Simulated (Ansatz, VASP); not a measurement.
Sn: VASP beside Ansatz

Contents of INCAR:

```
  PREC = Accurate
  ENCUT = 520
  EDIFF = 1E-6
  ISMEAR = -1
  SIGMA = 0.08
  LREAL = False
  LASPH = True
  NELM = 100
  ALGO = Normal
  ISIF = 2
  LWAVE = False
  LCHARG = True
  LELF = True
  LVHAR = True
  NBANDS = 13
```

File KPOINTS:

```
regular mesh
0
Gamma
  14 14 14
```

File POSCAR:

```
Sn
1.0
   -1.3655547753      1.3655547753      1.3655547753
    1.3655547753     -1.3655547753      1.3655547753
    1.3655547753      1.3655547753     -1.3655547753
Sn
1
Direct
    0.0000000000      0.0000000000      0.0000000000
```

Input for Ansatz:

```yaml
crystal:
  lattice:
    - [-1.3655547753, 1.3655547753, 1.3655547753]
    - [1.3655547753, -1.3655547753, 1.3655547753]
    - [1.3655547753, 1.3655547753, -1.3655547753]
  atoms:
    - { symbol: Sn, position: [0.0, 0.0, 0.0] }
kpoints:
  mp_grid: { grid: [14, 14, 14] }
scf:
  occupations: { method: fermi_dirac, width: 0.08 }
hamiltonian:
  xc: lda
  pseudopotentials: { kind: all_electron, datasets: crystal }
output:
  forces: true
  stress: true
  eigenvalues: true
```

Change from the starting cell: volume scaled by 0.4, crystal datasets.

Alike in both runs: task single point; functional LDA; k mesh 14 × 14 × 14; occupations fermi-dirac, width 0.08 eV; no spin polarisation.

|  | VASP | Ansatz |
| --- | --- | --- |
| version | VASP 6.6.1 | Ansatz 0.2.0 |
| potentials or method | VASP PAW LDA potentials, release 64 (Sn_d), cutoff 520 eV | all-electron PAW with datasets made for the crystal, scalar-relativistic |

```tsv
	VASP	Ansatz	Ansatz less VASP
pressure (GPa)	506.1	499.3	-6.78
```

LDA's correlation is that of Perdew and Zunger in VASP and of Perdew and Wang (1992) in Ansatz. Both programs put the cell under a high pressure, so it lies far from rest at this level. Ansatz ran all-electron here, and VASP with PAW potentials.

Noted on VASP's run: the cell as given lies far from equilibrium.
